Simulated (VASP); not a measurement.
# SiAs5 (P-62m) in VASP: a series of runs, part 2 of 2

VASP 6.6.1.

**4. Single point, PBE**

This run uses another cell than the first one, of 19.12 Å³/atom, 0.979 times its volume.

Contents of INCAR:

```
  PREC = Accurate
  ENCUT = 520
  EDIFF = 1E-6
  ISMEAR = 0
  SIGMA = 0.1
  LREAL = F
  LASPH = T
  NELM = 100
  ALGO = Normal
  ISIF = 2
  LWAVE = F
  LCHARG = F
  GGA = PE
  NBANDS = 24
```

Contents of KPOINTS:

```
regular mesh
0
Gamma
  6 6 4
```

Contents of POSCAR:

```
SiAs5
1.0
    5.0881908949      0.0000000000      0.0000000000
   -2.5440954474      4.4065025743      0.0000000000
    0.0000000000      0.0000000000      5.1164498991
Si As
1 5
Direct
    0.0000000000      0.0000000000      0.5000000000
    0.6986460545      0.0000000000      0.0000000000
    0.0000000000      0.6986460545      0.0000000000
    0.3013539455      0.3013539455      0.0000000000
    0.3333333333      0.6666666667      0.5000000000
    0.6666666667      0.3333333333      0.5000000000
```

Potentials or basis: VASP PAW PBE potentials, release 64 (Si, As).

Command:

```bash
$ cat potpaw_PBE.64/Si/POTCAR potpaw_PBE.64/As/POTCAR > POTCAR
$ mpirun -np 1 vasp_std > vasp.out
```

OUTCAR:

```text
PREC = Accurate
   ENCUT = 520
   EDIFF = 1E-6
   ISMEAR = 0
   LREAL = F
   LASPH = T
   NELM = 100
   ISIF = 2
   GGA = PE

 ion  position               nearest neighbor table
   1  0.000  0.000  0.500-   5 2.94   6 2.94   5 2.94   6 2.94   6 2.94   5 2.94   3 2.98   3 2.98
                             2 2.98   2 2.98   4 2.98   4 2.98
   2  0.699  0.000  0.000-   3 2.66   4 2.66   1 2.98   1 2.98
   3  0.000  0.699  0.000-   2 2.66   4 2.66   1 2.98   1 2.98
   4  0.301  0.301  0.000-   3 2.66   2 2.66   1 2.98   1 2.98
   5  0.333  0.667  0.500-   1 2.94   1 2.94   1 2.94
   6  0.667  0.333  0.500-   1 2.94   1 2.94   1 2.94

  LATTYP: Found a hexagonal cell.
 ALAT       =     5.0881908949
 C/A-ratio  =     1.0055538412

  Lattice vectors:

 A1 = (   5.0881908949,   0.0000000000,   0.0000000000)
 A2 = (  -2.5440954474,   4.4065025743,   0.0000000000)
 A3 = (   0.0000000000,   0.0000000000,   5.1164498991)

Analysis of symmetry for initial positions (statically):
[... 179 lines left out ...]

 val. band max:        6.5378654907   @ k =   0.3333   0.1667   0.5000
 cond. band min:       6.5848564484   @ k =   0.3333  -0.0000   0.0000
 fundamental gap:      0.0469909576
 Fermi energy:         6.5398684684

 k-point     1 :       0.0000    0.0000    0.0000
  band No.  band energies     occupation
      1      -8.3266      2.00000
      2      -4.8460      2.00000
      3      -2.5859      2.00000
      4      -2.5859      2.00000
      5      -2.4834      2.00000
      6      -0.1010      2.00000
[... 556 lines left out ...]
     23      10.4163      0.00000
     24      10.4163      0.00000

------------------------ aborting loop because EDIFF is reached ----------------------------------------

  FORCE on cell =-STRESS in cart. coord.  units (eV):
  Direction    XX          YY          ZZ          XY          YZ          ZX
  --------------------------------------------------------------------------------------
  -------------------------------------------------------------------------------------
  Total        0.0622295      0.0622295     -0.0364635      0.0000000     -0.0000000      0.0000000
  in kB        0.8691214      0.8691214     -0.5092631      0.0000000     -0.0000000      0.0000000
  external PRESSURE =       0.4096599 kB  Pullay stress =       0.0000000 kB

 VOLUME and BASIS-vectors are now :
 -----------------------------------------------------------------------------
  energy-cutoff  :      520.00
  volume of cell :      114.72
      direct lattice vectors                 reciprocal lattice vectors
     5.088190895  0.000000000  0.000000000     0.196533507  0.113468673  0.000000000
    -2.544095447  4.406502574  0.000000000     0.000000000  0.226937346  0.000000000
     0.000000000  0.000000000  5.116449899     0.000000000  0.000000000  0.195448020

 POSITION                                       TOTAL-FORCE (eV/Angst)
 -----------------------------------------------------------------------------------
      0.00000      0.00000      2.55822        -0.000000      0.000000     -0.000000
      3.55484      0.00000      0.00000        -0.010136     -0.000000     -0.000000
     -1.77742      3.07859      0.00000         0.005068     -0.008778      0.000000
      0.76667      1.32792      0.00000         0.005068      0.008778      0.000000
     -0.00000      2.93767      2.55822        -0.000000      0.000000     -0.000000
      2.54410      1.46883      2.55822        -0.000000      0.000000     -0.000000
 -----------------------------------------------------------------------------------
    total drift:                               -0.000000     -0.000000     -0.000000

  FREE ENERGIE OF THE ION-ELECTRON SYSTEM (eV)
  ---------------------------------------------------
  free  energy   TOTEN  =       -25.8325859770 eV

  energy  without entropy=      -25.8149371330  energy(sigma->0) =      -25.82376155
```

OSZICAR:

```text
N       E                     dE             d eps       ncg     rms          rms(c)
DAV:   1     0.911840960930E+02    0.91184E+02   -0.11342E+04  1008   0.101E+03
DAV:   2    -0.191091905523E+02   -0.11029E+03   -0.10364E+03  1328   0.152E+02
DAV:   3    -0.258095532623E+02   -0.67004E+01   -0.65956E+01  1272   0.369E+01
DAV:   4    -0.258710079128E+02   -0.61455E-01   -0.61397E-01  1128   0.408E+00
DAV:   5    -0.258714229470E+02   -0.41503E-03   -0.41502E-03  1240   0.346E-01    0.471E+00
DAV:   6    -0.258419605828E+02    0.29462E-01   -0.24814E-02  1160   0.761E-01    0.275E+00
DAV:   7    -0.258325204301E+02    0.94402E-02   -0.33338E-02  1120   0.788E-01    0.217E-01
DAV:   8    -0.258325442346E+02   -0.23804E-04   -0.15233E-03  1192   0.196E-01    0.933E-02
DAV:   9    -0.258325911504E+02   -0.46916E-04   -0.17101E-04  1056   0.671E-02    0.372E-02
DAV:  10    -0.258325864662E+02    0.46842E-05   -0.42673E-06  1216   0.964E-03    0.823E-03
DAV:  11    -0.258325859770E+02    0.48919E-06   -0.47929E-07   576   0.404E-03
   1 F= -.25832586E+02 E0= -.25823762E+02  d E =-.176488E-01
```

It took 29 s on 1 thread of AMD EPYC 9R45 (Zen 5), shared host; peak memory 0.22 GiB.

What came out:

- Free energy: -25.8326 eV
- Pressure: 0.0 GPa
- Largest force: 0.010 eV/Å

Forces in eV/Å, atoms in the order of the input:
```
Si   0.000  0.000  0.000
As  -0.010  0.000  0.000
As   0.005 -0.009  0.000
As   0.005  0.009  0.000
As   0.000  0.000  0.000
As   0.000  0.000  0.000
```

**5. Relaxation of cell and atoms, PBE**

This run uses another cell than the first one, of 25.87 Å³/atom, 1.324 times its volume.

Contents of INCAR:

```
SYSTEM = SiAs5
  PREC = Accurate
  ENCUT = 600
  EDIFF = 1E-6
  ISMEAR = 0
  SIGMA = 0.1
  LREAL = .False.
  LASPH = .True.
  NELM = 80
  ALGO = Normal
  ISIF = 3
  LWAVE = .False.
  LCHARG = .False.
  GGA = PE
  IBRION = 2
  NSW = 90
  EDIFFG = -0.04
```

Contents of KPOINTS:

```
regular mesh
0
Gamma
  3 3 4
  0 0 0
```

Contents of POSCAR:

```
SiAs5
1.0
    5.8324116000      0.0000000000      0.0000000000
   -2.9162058000      5.0510166100      0.0000000000
    0.0000000000      0.0000000000      5.2692788900
Si As
1 5
Direct
    0.0000000000      0.0000000000      0.5000000000
    0.6605330100      0.0000000000      0.0000000000
    0.0000000000      0.6605330100      0.0000000000
    0.3394669900      0.3394669900      0.0000000000
    0.3333333300      0.6666666700      0.5000000000
    0.6666666700      0.3333333300      0.5000000000
```

Potentials or basis: VASP PAW PBE potentials, release 64 (Si, As).

Command:

```bash
$ cat potpaw_PBE.64/Si/POTCAR potpaw_PBE.64/As/POTCAR > POTCAR
$ mpirun -np 1 vasp_std > vasp.out
```

OUTCAR:

```text
SYSTEM = SiAs5
   PREC = Accurate
   ENCUT = 600
   EDIFF = 1E-6
   ISMEAR = 0
   LREAL = .False.
   LASPH = .True.
   NELM = 80
   ISIF = 3
   GGA = PE
   IBRION = 2
   NSW = 90
   EDIFFG = -0.04

 ion  position               nearest neighbor table
   1  0.000  0.000  0.500-
   2  0.661  0.000  0.000-
   3  0.000  0.661  0.000-
   4  0.339  0.339  0.000-
   5  0.333  0.667  0.500-
   6  0.667  0.333  0.500-

  LATTYP: Found a hexagonal cell.
 ALAT       =     5.8324116000
 C/A-ratio  =     0.9034477076

  Lattice vectors:

 A1 = (   5.8324116000,   0.0000000000,   0.0000000000)
 A2 = (  -2.9162058000,   5.0510166100,   0.0000000000)
 A3 = (   0.0000000000,   0.0000000000,   5.2692788900)

Analysis of symmetry for initial positions (statically):
=====================================================================
 Subroutine PRICEL returns:
 Original cell was already a primitive cell.

 Routine SETGRP: Setting up the symmetry group for a
 hexagonal supercell.

 Subroutine GETGRP returns: Found 12 space group operations
 (whereof 12 operations were pure point group operations)
 out of a pool of 24 trial point group operations.

The static configuration has the point symmetry D_3h.

Analysis of symmetry for dynamics (positions and initial velocities):
=====================================================================
[... 150 lines left out ...]
  free energy    TOTEN  =       -23.27886812 eV

  energy without entropy =      -23.26355083  energy(sigma->0) =      -23.27120947

 E-fermi :   3.5131     XC(G=0):  -9.3803

 val. band max:        3.4312300002   @ k =   0.3333   0.0000   0.0000
 cond. band min:       3.5237283833   @ k =   0.3333   0.0000   0.5000
 fundamental gap:      0.0924983831
 Fermi energy:         3.5131120630

 k-point     1 :       0.0000    0.0000    0.0000
  band No.  band energies     occupation
      1      -9.0439      2.00000
      2      -6.1664      2.00000
      3      -5.9128      2.00000
      4      -5.9011      2.00000
      5      -5.9011      2.00000
      6      -2.7688      2.00000
[... 291 lines left out ...]
  FREE ENERGIE OF THE ION-ELECTRON SYSTEM (eV)
  ---------------------------------------------------
  free  energy   TOTEN  =       -25.4935838513 eV

  energy  without entropy=      -25.4649542895  energy(sigma->0) =      -25.47926907

[... ionic steps 4 to 18 ...]

--------------------------------------- Ionic step       19  -------------------------------------------

 number of electron      29.0000000 magnetization

------------------------ aborting loop because EDIFF is reached ----------------------------------------
[... 75 lines left out ...]
--------------------------------------- Ionic step       21  -------------------------------------------

 number of electron      29.0000000 magnetization

 Free energy of the ion-electron system (eV)
  ---------------------------------------------------
  ext. energy  EPLUGINS =         0.00000000
  ---------------------------------------------------
  free energy    TOTEN  =       -26.02672837 eV

  energy without entropy =      -26.00151326  energy(sigma->0) =      -26.01412082

 E-fermi :   6.3365     XC(G=0): -10.5067

 val. band max:        6.1546965555   @ k =   0.0000   0.0000   0.0000
 cond. band min:       6.3563781683   @ k =   0.3333   0.0000   0.2500
 fundamental gap:      0.2016816128
 Fermi energy:         6.3364838211

 k-point     1 :       0.0000    0.0000    0.0000
  band No.  band energies     occupation
      1      -8.5309      2.00000
      2      -5.3953      2.00000
      3      -2.6815      2.00000
      4      -2.6815      2.00000
      5      -2.5576      2.00000
      6      -0.2738      2.00000
[... 211 lines left out ...]
  FREE ENERGIE OF THE ION-ELECTRON SYSTEM (eV)
  ---------------------------------------------------
  free  energy   TOTEN  =       -26.0267283724 eV

  energy  without entropy=      -26.0015132619  energy(sigma->0) =      -26.01412082

 reached required accuracy - stopping structural energy minimisation
```

CONTCAR:

```text
SiAs5
   1.00000000000000
     5.0729451672752086    0.0000000000000000    0.0000000000000000
    -2.5364725836376043    4.3932993862971532    0.0000000000000000
     0.0000000000000000    0.0000000000000000    5.2585612917627982
  Si              As
     1     5
Direct
     0.0000000000000000    0.0000000000000000    0.5000000000000000
     0.7094769096870353    0.0000000000000000    1.0000000000000000
     0.0000000000000537    0.7094769096871429    0.0000000000000000
     0.2905230903129108    0.2905230903128569    0.0000000000000000
     0.3333333300000021    0.6666666699999979    0.5000000000000000
     0.6666666699999979    0.3333333300000021    0.5000000000000000

  0.00000000E+00  0.00000000E+00  0.00000000E+00
  0.00000000E+00  0.00000000E+00  0.00000000E+00
  0.00000000E+00  0.00000000E+00  0.00000000E+00
  0.00000000E+00  0.00000000E+00  0.00000000E+00
  0.00000000E+00  0.00000000E+00  0.00000000E+00
  0.00000000E+00  0.00000000E+00  0.00000000E+00
```

Run time: 5.3 min. Hardware: 1 thread of AMD EPYC 9R45 (Zen 5), shared host; peak memory 0.29 GiB.

What came out:

```yaml
Free_energy: -26.0267 eV
Relaxed_volume: 19.53 Å³/atom
Relaxed_cell: a = 5.073 Å, b = 5.073 Å, c = 5.259 Å, α = 90.00°, β = 90.00°, γ = 120.00°
Space_group_after_relaxing_to_0.05_Å: P-62m (No. 189)
Energy_gained_by_relaxing: 458.0 meV/atom
Ionic_steps: 21
Pressure_after_relaxing: -0.1 GPa
Largest_force_after_relaxing: 0.035 eV/Å
```

Forces in eV/Å, atoms in the order of the input:
```
Si   0.000  0.000  0.000
As   0.035  0.000  0.000
As  -0.017  0.030  0.000
As  -0.017 -0.030  0.000
As   0.000  0.000  0.000
As   0.000  0.000  0.000
```

Stress tensor (GPa, compression positive):
```
-0.01  0.00  0.00
 0.00 -0.01  0.00
 0.00  0.00 -0.23
```

Step by step:
| step | energy change (eV) | largest force (eV/Å) | pressure (GPa) | volume (Å³) |
| --- | --- | --- | --- | --- |
| 1 | 0.0000 | 0.0494 | -12.69 | 155.23 |
| 2 | -2.2113 | 0.3243 | -0.44 | 113.58 |
| 3 | -2.2147 | 0.3457 | 0.21 | 112.46 |
| 4 | -2.4063 | 0.3702 | 0.51 | 111.21 |
| 5 | -2.3143 | 0.3891 | 5.33 | 107.85 |
| 6 | -2.4488 | 0.4738 | 1.78 | 109.62 |
| 7 | -2.4507 | 0.3934 | 0.85 | 110.59 |
| 8 | -2.4603 | 0.4259 | 1.23 | 110.12 |
| 9 | -2.4999 | 0.4691 | -0.49 | 112.55 |
| 10 | -2.5263 | 0.6452 | -3.32 | 117.93 |
| 11 | -2.5384 | 0.6598 | -3.35 | 118.16 |
| 12 | -2.5766 | 0.6896 | -3.38 | 118.87 |
| 13 | -2.6598 | 0.6388 | -3.09 | 120.28 |
| 14 | -2.6711 | 0.5156 | -1.58 | 123.12 |
| 15 | -2.7081 | 0.3075 | -2.67 | 121.50 |
| 16 | -2.7119 | 0.1115 | -2.41 | 121.98 |
| 17 | -2.7310 | 0.0906 | -1.70 | 120.39 |
| 18 | -2.7473 | 0.0517 | -0.29 | 117.54 |
| 19 | -2.7477 | 0.0454 | -0.04 | 117.09 |
| 20 | -2.7477 | 0.0467 | -0.09 | 117.18 |
| 21 | -2.7479 | 0.0349 | -0.08 | 117.20 |

Final structure:
```yaml
crystal:
  lattice:
    - [5.07295, 0.00000, 0.00000]
    - [-2.53647, 4.39330, 0.00000]
    - [0.00000, 0.00000, 5.25856]
  atoms:
    - { symbol: Si, position: [0.00000, 0.00000, 0.50000] }
    - { symbol: As, position: [0.70948, 0.00000, 0.00000] }
    - { symbol: As, position: [0.00000, 0.70948, 0.00000] }
    - { symbol: As, position: [0.29052, 0.29052, 0.00000] }
    - { symbol: As, position: [0.33333, 0.66667, 0.50000] }
    - { symbol: As, position: [0.66667, 0.33333, 0.50000] }
```

Caveat: the k points lie up to 0.48 Å⁻¹ apart in the final cell; the volume moved by over 15 % at a fixed basis, so the end points are rough; the bands computed are all filled at some k points, so no gap is given.

**6. The runs side by side**

```tsv
task	cell	k mesh	cutoff (eV)	gap on the mesh (eV)	pressure (GPa)	largest force (eV/Å)
single point	a = 5.077, b = 5.077, c = 5.251 Å, angles 90.0, 90.0, 120.0°, 6 atoms	3 × 3 × 4	520	none	0.1	0.05
single point	a = 5.832, b = 5.832, c = 5.269 Å, angles 90.0, 90.0, 120.0°, 6 atoms	3 × 3 × 4	520	none	-12.7	0.05
single point	a = 5.088, b = 5.088, c = 5.116 Å, angles 90.0, 90.0, 120.0°, 6 atoms	6 × 6 × 4	520	none	0.0	0.01
relaxation of cell and atoms	relaxed from a = 5.832, b = 5.832, c = 5.269 Å, angles 90.0, 90.0, 120.0°, 6 atoms	3 × 3 × 4	600	-	-0.1	0.03
```

Alike in all rows: level PBE; potentials or basis VASP PAW PBE potentials, release 64 (Si, As); no spin polarisation; smearing gaussian 0.1 eV.

Caveats: some runs use coarse meshes; the volume moved by over 15 % at a fixed basis, so the end points are rough (some runs); the bands computed are all filled at some k points, so no gap is given (some runs).

Absolute energies hang on the potentials; compare differences alone.
